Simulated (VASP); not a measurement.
# In (C2/c) in VASP: single point with RPBE

Aim: the single point of In with RPBE.

Everything below comes from runs of VASP 6.6.1. Logs are shortened: lines on timing, memory, paths and dates and some standing lists are left out, and cuts for length are marked.

**1. The cell of the first run**

It takes space group C2/c (No. 15, monoclinic). The conventional cell has a = 3.286 Å, b = 11.312 Å, c = 3.471 Å, α = 90.00°, β = 116.46°, γ = 90.00°. In (site symmetry 2) has 14 In at 3.29 to 4.10 Å within 4.3 Å.

**2. Single point, RPBE**

The input, INCAR:

```
SYSTEM = In
PREC = Accurate
ENCUT = 520
EDIFF = 1E-7
ISMEAR = -1
SIGMA = 0.1
LREAL = .False.
LASPH = .True.
NELM = 80
ALGO = Normal
ISIF = 2
LWAVE = .False.
LCHARG = .False.
GGA = RP
ISYM = 0
NBANDS = 20
```

The input, KPOINTS:

```
Automatic mesh
0
Gamma
  11 11 8
  0 0 0
```

The input, POSCAR:

```
In
1.0
   -4.0146471961      3.9842416709      1.6428820006
    3.9842416709     -4.0146471961      1.6428820006
    2.2134537028      2.2134537028     -1.6985697758
In
2
Direct
    0.9990946252      0.0009053748      1.0000000000
    0.7509053748      0.2490946252      0.5000000000
```

Potentials or basis: VASP PAW PBE potentials, release 64 (In_d).

Started as:

```bash
> cat potpaw_PBE.64/In_d/POTCAR > POTCAR
> mpirun -np 1 vasp_std > vasp.out
```

OUTCAR:

```text
SYSTEM = In
   PREC = Accurate
   ENCUT = 520
   EDIFF = 1E-7
   ISMEAR = -1
   LREAL = .False.
   LASPH = .True.
   NELM = 80
   ISIF = 2
   GGA = RP
   ISYM = 0

 ion  position               nearest neighbor table
   1  0.999  0.001  0.000-   2 3.32   2 3.32   2 3.34   2 3.34   2 4.02   2 4.02
   2  0.751  0.249  0.500-   1 3.32   1 3.32   1 3.34   1 3.34   1 4.02   1 4.02

IMPORTANT INFORMATION: All symmetrisations will be switched off!
NOSYMM: (Re-)initialisation of all symmetry stuff for point group C_1.

----------------------------------------------------------------------------------------

                                     Primitive cell

  volume of cell :      57.7619

  direct lattice vectors                    reciprocal lattice vectors
    -4.014647196  3.984241671  1.642882001     0.055100596  0.180117959  0.306519867
     3.984241671 -4.014647196  1.642882001     0.180117959  0.055100596  0.306519867
     2.213453703  2.213453703 -1.698569776     0.227506892  0.227506892  0.004210568

  length of vectors
     5.889875641  5.889875641  3.561445475     0.359767958  0.359767958  0.321770882

  position of ions in fractional coordinates (direct lattice)
     0.999094625  0.000905375  0.000000000
     0.750905375  0.249094625  0.500000000

  ion indices of the primitive-cell ions
   primitive index   ion index
                 1           1
                 2           2

----------------------------------------------------------------------------------------

 KPOINTS: Automatic mesh

Automatic generation of k-mesh.
 Grid dimensions read from file:
 generate k-points for:   11   11    8

 Generating k-lattice:

  Cartesian coordinates                     Fractional coordinates (reciprocal lattice)
     0.005009145  0.016374360  0.027865442     0.090909091 -0.000000000 -0.000000000
     0.016374360  0.005009145  0.027865442    -0.000000000  0.090909091 -0.000000000
     0.028438361  0.028438361  0.000526321     0.000000000  0.000000000  0.125000000

  Length of vectors
     0.032706178  0.032706178  0.040221360

  Shift w.r.t. Gamma in fractional coordinates (k-lattice)
     0.000000000  0.000000000  0.000000000

 Subroutine IBZKPT returns following result:
 ===========================================

 Found    485 irreducible k-points:

 Following reciprocal coordinates:
            Coordinates               Weight
  0.000000  0.000000  0.000000      1.000000
  0.090909 -0.000000  0.000000      2.000000
  0.000000 -0.090909  0.000000      2.000000
  0.181818 -0.000000 -0.000000      2.000000
  0.000000 -0.181818  0.000000      2.000000
  0.272727 -0.000000  0.000000      2.000000
[... 16 lines left out ...]
 -0.363636  0.090909  0.000000      2.000000
 -0.090909  0.363636  0.000000      2.000000
 [... further k-points ...]
   k-points           NKPTS =    485   k-points in BZ     NKDIM =    485   number of bands    NBANDS=     20
   number of dos      NEDOS =    301   number of ions     NIONS =      2
   total plane-waves  NPLWV =  64512
   dimension x,y,z NGX =    48 NGY =   48 NGZ =   28
   dimension x,y,z NGXF=    96 NGYF=   96 NGZF=   56
   ions per type =               2
   NGX,Y,Z   is equivalent  to a cutoff of  13.55, 13.55, 13.07 a.u.
   NGXF,Y,Z  is equivalent  to a cutoff of  27.10, 27.10, 26.14 a.u.
 SYSTEM =  In
   PREC   = accura    normal or accurate (medium, high low for compatibility)
   ISTART =      0    job   : 0-new  1-cont  2-samecut
   ICHARG =      2    charge: 1-file 2-atom 10-const
   ISPIN  =      1    spin polarized calculation?
   LNONCOLLINEAR =      F non collinear calculations
   LSORBIT =      F    spin-orbit coupling
   LASPH  =      T    aspherical Exc in radial PAW
   ENCUT  =  520.0 eV  38.22 Ry    6.18 a.u.  10.95 10.95  6.62*2*pi/ulx,y,z
   NELM   =     80;   NELMIN=  2; NELMDL= -5     # of ELM steps
   EDIFF  = 0.1E-06   stopping-criterion for ELM
   LREAL  =      F    real-space projection
   EDIFFG = 0.1E-05   stopping-criterion for IOM
   NSW    =      0    number of steps for IOM
   IBRION =     -1    ionic relax: 0-MD 1-quasi-New 2-CG
   NFREE  =      0    steps in history (QN), initial steepest desc. (CG)
   ISIF   =      2    stress and relaxation
   ISYM   =      0    0-nonsym 1-usesym 2-fastsym
   POTIM  = 0.5000    time-step for ionic-motion
   TEBEG  =    0.0;   TEEND  =   0.0 temperature during run
   PSTRESS=    0.0 pullay stress
   NELECT =      26.0000    total number of electrons
   NUPDOWN=      -1.0000    fix difference up-down
   EMIN   =  10.00;   EMAX   =-10.00  energy-range for DOS
   EFERMI =   0.00;   METHOD = LEGACY
   ISMEAR =    -1;   SIGMA  =   0.10  broadening in eV -4-tet -1-fermi 0-gaus
   EFERMI_NEDOS =   21; number of points for ismear=-14 and -15
   IALGO  =     38    algorithm
   IMIX   =      4    mixing-type and parameters
     AMIX     =   0.40;   BMIX     =  1.00
     AMIX_MAG =   1.60;   BMIX_MAG =  1.00
  volume/ion in A,a.u.               =      28.88       194.90
  Fermi-wavevector in a.u.,A,eV,Ry     =   1.254639  2.370924 21.417190  1.574119
  Thomas-Fermi vector in A             =   2.388434
   LORBIT       =      0    0 simple, 1 ext, 2 COOP (PROOUT), +10 PAW based schemes
   GGA     = RP    functional components
   LHFCALC =     F    Hartree Fock is set to
   AEXX    =    0.0000 exact exchange contribution
   IVDW    =     0    specifies the selected vdW correction
   LEPSILON=     F    determine dielectric tensor
   LRPA    =     F    only Hartree local field effects (RPA)
 non-spin polarized calculation
  energy-cutoff  :      520.00
  volume of cell :       57.76
 maximum number of plane-waves:      1576
 NGX is ok and might be reduce to    48
   NGX = 21   NGY = 21   NGZ = 13

 number of electron      26.0000004 magnetization

 Free energy of the ion-electron system (eV)
  ---------------------------------------------------
  ext. energy  EPLUGINS =         0.00000000
  ---------------------------------------------------
  free energy    TOTEN  =        -4.40073399 eV

  energy without entropy =       -4.37003732  energy(sigma->0) =       -4.38538566

 E-fermi :   6.5699     XC(G=0):  -9.6893

 val. band max:        6.5556498970   @ k =  -0.2727   0.1818  -0.3750
 cond. band min:       6.5707508928   @ k =   0.3636   0.1818  -0.2500
 fundamental gap:      0.0151009958
 Fermi energy:         6.5698898786

 k-point     1 :       0.0000    0.0000    0.0000
  band No.  band energies     occupation
      1      -8.1256      2.00000
      2      -8.0921      2.00000
      3      -8.0546      2.00000
      4      -8.0088      2.00000
      5      -7.9938      2.00000
      6      -7.9431      2.00000
[... 12 lines left out ...]
     19      16.7163      0.00000
     20      18.4319      0.00000

 k-point     2 :       0.0909   -0.0000    0.0000
  band No.  band energies     occupation
      1      -8.1057      2.00000
      2      -8.0759      2.00000
      3      -8.0441      2.00000
      4      -8.0002      2.00000
      5      -7.9814      2.00000
      6      -7.9502      2.00000
[... 12 lines left out ...]
     19      16.7852      0.00000
     20      17.4381      0.00000

 k-point     3 :       0.0000   -0.0909    0.0000
  band No.  band energies     occupation
      1      -8.1057      2.00000
      2      -8.0759      2.00000
      3      -8.0441      2.00000
      4      -8.0002      2.00000
      5      -7.9814      2.00000
      6      -7.9502      2.00000
[... 12 lines left out ...]
     19      16.7852      0.00000
     20      17.4381      0.00000

 k-point     4 :       0.1818   -0.0000   -0.0000
  band No.  band energies     occupation
      1      -8.0664      2.00000
      2      -8.0590      2.00000
      3      -8.0191      2.00000
      4      -7.9877      2.00000
      5      -7.9568      2.00000
      6      -7.9508      2.00000
[... 12 lines left out ...]
     19      16.2997      0.00000
     20      16.8013      0.00000

 k-point     5 :       0.0000   -0.1818    0.0000
  band No.  band energies     occupation
      1      -8.0664      2.00000
      2      -8.0590      2.00000
      3      -8.0191      2.00000
      4      -7.9877      2.00000
      5      -7.9568      2.00000
      6      -7.9508      2.00000
[... 12 lines left out ...]
     19      16.2997      0.00000
     20      16.8013      0.00000

 k-point     6 :       0.2727   -0.0000    0.0000
  band No.  band energies     occupation
      1      -8.0872      2.00000
      2      -8.0392      2.00000
      3      -8.0298      2.00000
      4      -8.0046      2.00000
      5      -7.9564      2.00000
      6      -7.9062      2.00000
[... 12 lines left out ...]
     19      15.7764      0.00000
     20      16.4322      0.00000

 k-point     7 :       0.0000   -0.2727    0.0000
  band No.  band energies     occupation
      1      -8.0872      2.00000
      2      -8.0392      2.00000
      3      -8.0298      2.00000
      4      -8.0046      2.00000
      5      -7.9564      2.00000
      6      -7.9062      2.00000
[... 12 lines left out ...]
     19      15.7764      0.00000
     20      16.4322      0.00000
[... 277 lines left out ...]
 k-point    20 :      -0.0909   -0.4545    0.0000
  band No.  band energies     occupation
      1      -8.1395      2.00000
      2      -8.0992      2.00000
      3      -8.0766      2.00000
      4      -8.0193      2.00000
      5      -7.9872      2.00000
      6      -7.8617      2.00000
[... 12 lines left out ...]
     19      13.7037      0.00000
     20      15.3823      0.00000

 k-point    21 :      -0.4545    0.0909    0.0000
  band No.  band energies     occupation
      1      -8.1188      2.00000
      2      -8.0812      2.00000
      3      -8.0533      2.00000
      4      -8.0156      2.00000
      5      -7.9757      2.00000
      6      -7.8660      2.00000
[... 12 lines left out ...]
     19      14.4799      0.00000
     20      15.5271      0.00000

 k-point    22 :      -0.0909    0.4545   -0.0000
  band No.  band energies     occupation
      1      -8.1188      2.00000
      2      -8.0812      2.00000
      3      -8.0533      2.00000
      4      -8.0156      2.00000
      5      -7.9757      2.00000
      6      -7.8660      2.00000
[... 12 lines left out ...]
     19      14.4799      0.00000
     20      15.5271      0.00000

 k-point    23 :      -0.3636    0.0909    0.0000
  band No.  band energies     occupation
      1      -8.0872      2.00000
      2      -8.0552      2.00000
      3      -8.0257      2.00000
      4      -8.0007      2.00000
      5      -7.9599      2.00000
      6      -7.9005      2.00000
[... 12 lines left out ...]
     19      15.3998      0.00000
     20      15.8584      0.00000

 k-point    24 :      -0.0909    0.3636    0.0000
  band No.  band energies     occupation
      1      -8.0872      2.00000
      2      -8.0552      2.00000
      3      -8.0257      2.00000
      4      -8.0007      2.00000
      5      -7.9599      2.00000
      6      -7.9005      2.00000
[... 12 lines left out ...]
     19      15.3998      0.00000
     20      15.8584      0.00000

 [... further k-points ...]

------------------------ aborting loop because EDIFF is reached ----------------------------------------

  FORCE on cell =-STRESS in cart. coord.  units (eV):
  Direction    XX          YY          ZZ          XY          YZ          ZX
  --------------------------------------------------------------------------------------
  -------------------------------------------------------------------------------------
  Total       -0.0071229     -0.0071199     -0.0102839     -0.0030403      0.0075633      0.0075622
  in kB       -0.1975728     -0.1974888     -0.2852512     -0.0843294      0.2097880      0.2097576
  external PRESSURE =      -0.2267710 kB  Pullay stress =       0.0000000 kB

 VOLUME and BASIS-vectors are now :
 -----------------------------------------------------------------------------
  energy-cutoff  :      520.00
  volume of cell :       57.76
      direct lattice vectors                 reciprocal lattice vectors
    -4.014647196  3.984241671  1.642882001     0.055100596  0.180117959  0.306519867
     3.984241671 -4.014647196  1.642882001     0.180117959  0.055100596  0.306519867
     2.213453703  2.213453703 -1.698569776     0.227506892  0.227506892  0.004210568

 POSITION                                       TOTAL-FORCE (eV/Angst)
 -----------------------------------------------------------------------------------
     -4.00741      3.97700      1.64288        -0.000473      0.000473     -0.000000
     -0.91544      3.09849      0.79360         0.000473     -0.000473      0.000000
 -----------------------------------------------------------------------------------
    total drift:                                0.000004     -0.000004     -0.000001

  FREE ENERGIE OF THE ION-ELECTRON SYSTEM (eV)
  ---------------------------------------------------
  free  energy   TOTEN  =        -4.4007339909 eV

  energy  without entropy=       -4.3700373238  energy(sigma->0) =       -4.38538566
```

Wall time 5.2 min (1 thread of Intel Xeon Platinum 8559C (Emerald Rapids), shared host); peak memory 0.57 GiB.

What came out:

```
Free energy            : -4.4007 eV
Pressure               : 0.0 GPa
Band gap on the k mesh : zero (band 13 reaches 9.81 eV, above the bottom of band 14 at 3.86 eV)
```

Levels at points of the mesh, in eV from the Fermi level:
| k point | band 9 | band 10 | band 11 | band 12 | band 13 | band 14 | band 15 | band 16 | band 17 | band 18 |
| --- | --- | --- | --- | --- | --- | --- | --- | --- | --- | --- |
| (0.00, 0.00, 0.00) | -14.42 | -14.34 | -8.87 | -4.32 | -2.99 | 6.49 | 9.51 | 9.53 | 9.59 | 9.99 |
| (0.00, 0.00, 0.50) | -14.35 | -14.35 | -4.70 | -4.70 | -0.06 | -0.06 | 1.43 | 1.43 | 6.38 | 6.38 |

Caveat: the PAW data sets were made with another functional, which shifts forces and pressure a little; spin-orbit coupling is left out, which moves the levels of the heavy elements.
